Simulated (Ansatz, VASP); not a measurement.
# ZnS in VASP and in Ansatz

Contents of POSCAR:

```
ZnS
1.0
    0.0000000000      2.6945131952      2.6945131952
    2.6945131952      0.0000000000      2.6945131952
    2.6945131952      2.6945131952      0.0000000000
Zn S
1 1
Direct
    0.0000000000      0.0000000000      0.0000000000
    0.8056686827      0.8056686827      0.5368765053
```

The input INCAR.step1:

```
SYSTEM = ZnS
ALGO = Normal
EDIFF = 1E-4
ENCUT = 520
GGA = PE
ISMEAR = 0
LASPH = .True.
LCHARG = .False.
LREAL = .False.
LWAVE = .True.
NBANDS = 16
NELM = 60
PREC = Accurate
SIGMA = 0.05
```

Contents of INCAR.step2:

```
SYSTEM = ZnS
ALGO = Normal
EDIFF = 1E-7
ENCUT = 520
ISIF = 2
ISMEAR = 0
ISTART = 1
LASPH = .True.
LCHARG = .False.
LMIXTAU = .True.
LREAL = .False.
LWAVE = .False.
METAGGA = R2SCAN
NBANDS = 16
NELM = 60
PREC = Accurate
SIGMA = 0.05
```

KPOINTS

```
k-points
0
Gamma
  8 8 8
  0 0 0
```

Input for Ansatz:

```yaml
crystal:
  lattice:
    - [0.0, 2.6945131952, 2.6945131952]
    - [2.6945131952, 0.0, 2.6945131952]
    - [2.6945131952, 2.6945131952, 0.0]
  atoms:
    - { symbol: Zn, position: [0.0, 0.0, 0.0] }
    - { symbol: S, position: [0.8056686827, 0.8056686827, 0.5368765053] }
basis:
  ecutwfc: 500
kpoints:
  mp_grid: { grid: [8, 8, 8] }
hamiltonian:
  xc: r2scan
scf:
  occupations: { method: gaussian, width: 0.05 }
output:
  forces: true
  stress: true
  eigenvalues: true
```

Alike in both runs: task single point; functional r2SCAN; k mesh 8 × 8 × 8; occupations gaussian, width 0.05 eV; no spin polarisation.

```csv
,VASP,Ansatz
version,VASP 6.6.1,Ansatz 0.2.0
potentials or method,"VASP PAW PBE potentials, release 64 (Zn, S), cutoff 520 eV","scalar-relativistic, plane waves, PAW"
valence electrons in the cell,18,18
```

Ansatz gave:

```
gap on the k mesh at the Fermi level (eV) : 2.38
least direct gap on the mesh (eV)         : 2.42
rms of the force components (eV/Å)        : 11.262
```

Q: Which values does VASP return?

A: gap on the k mesh at the Fermi level (eV): 2.39; least direct gap on the mesh (eV): 2.44; rms of the force components (eV/Å): 11.658.

VASP's potentials were made for PBE, not for r2SCAN. Atom by atom the forces differ by 0.396 eV/Å (rms over components).
